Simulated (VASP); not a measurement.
Here is a VASP 6.6.1 calculation.

POSCAR

```
Ag
1.0
    0.0000000000      1.9998244580      1.9998244580
    1.9998244580      0.0000000000      1.9998244580
    1.9998244580      1.9998244580      0.0000000000
Ag
1
Direct
    0.0000000000      0.0000000000      0.0000000000
```

INCAR.step1

```
ALGO = Normal ; EDIFF = 1E-4
ENCUT = 520 ; GGA = PE
ISMEAR = -1 ; LASPH = True
LCHARG = False ; LREAL = False
LWAVE = True ; NBANDS = 12
NELM = 100 ; PREC = Accurate
SIGMA = 0.08
```

File INCAR.step2:

```
ALGO = Normal ; EDIFF = 1E-6
ENCUT = 520 ; ISIF = 2
ISMEAR = -1 ; ISTART = 1
LASPH = True ; LCHARG = False
LMIXTAU = True ; LREAL = False
LWAVE = False ; METAGGA = R2SCAN
NBANDS = 12 ; NELM = 100
PREC = Accurate ; SIGMA = 0.08
```

Contents of KPOINTS:

```
k-points
0
Gamma
  24 24 24
```

Potentials or basis: VASP PAW PBE potentials, release 64 (Ag).

Command:

```sh
$ cat potpaw_PBE.64/Ag/POTCAR > POTCAR
$ cp INCAR.step1 INCAR
$ mpirun -np 1 vasp_std > vasp.out
$ cp INCAR.step2 INCAR
$ mpirun -np 1 vasp_std > vasp.out
```

(1) Estimate the pressure.

## Answers

(1) 10.3 GPa.

Caveat: the PAW data sets were made with another functional, which shifts forces and pressure a little.
